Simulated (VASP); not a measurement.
The system is PtSe.

```xyz
2
Lattice="0.0000 2.7984 2.7984 2.7984 0.0000 2.7984 2.7984 2.7984 0.0000" Properties=species:S:1:pos:R:3 pbc="T T T"
Pt    2.7984    2.7984    2.7984
Se    0.0000    0.0000    0.0000
```

```yaml
Program: VASP 6.6.1
Task: relaxation of cell and atoms
Functional: PBE
Potentials_or_basis: VASP PAW PBE potentials, release 64 (Pt, Se)
Cutoff: 600 eV
k_mesh: 8 × 8 × 8
Occupations: fermi-dirac, width 0.05 eV
Spin: no spin polarisation
Hubbard_terms: Pt d U = 1.0 eV
```

At the start: pressure -14.8 GPa; volume 21.91 Å³/atom.

**Question.** How do energy, volume and symmetry change on relaxing?

**Answer.** Over 4 steps the energy falls by 196.2 meV/atom and the volume is 18.37 Å³/atom (-16.2 %); space group Fm-3m (No. 225, to 0.1 Å) before and after.

The path:
| step | energy change (eV) | largest force (eV/Å) | pressure (GPa) | volume (Å³) |
| --- | --- | --- | --- | --- |
| 1 | 0.0000 | 0.0000 | -14.77 | 43.83 |
| 2 | -0.0926 | 0.0000 | 24.32 | 32.23 |
| 3 | -0.3922 | 0.0000 | -0.47 | 36.88 |
| 4 | -0.3924 | 0.0000 | 0.00 | 36.74 |

Final structure:
```cif
data_structure
_symmetry_space_group_name_H-M 'P 1'
_symmetry_Int_Tables_number 1
_cell_length_a 3.7317
_cell_length_b 3.7317
_cell_length_c 3.7317
_cell_angle_alpha 60.000
_cell_angle_beta 60.000
_cell_angle_gamma 60.000
_cell_volume 36.74
loop_
_atom_site_label
_atom_site_type_symbol
_atom_site_fract_x
_atom_site_fract_y
_atom_site_fract_z
_atom_site_occupancy
Pt1 Pt 0.50000 0.50000 0.50000 1
Se1 Se 0.00000 0.00000 0.00000 1
```

Caveat: the volume moved by over 15 % at a fixed basis, so the end points are rough; U without spin polarisation on a metal has little footing.
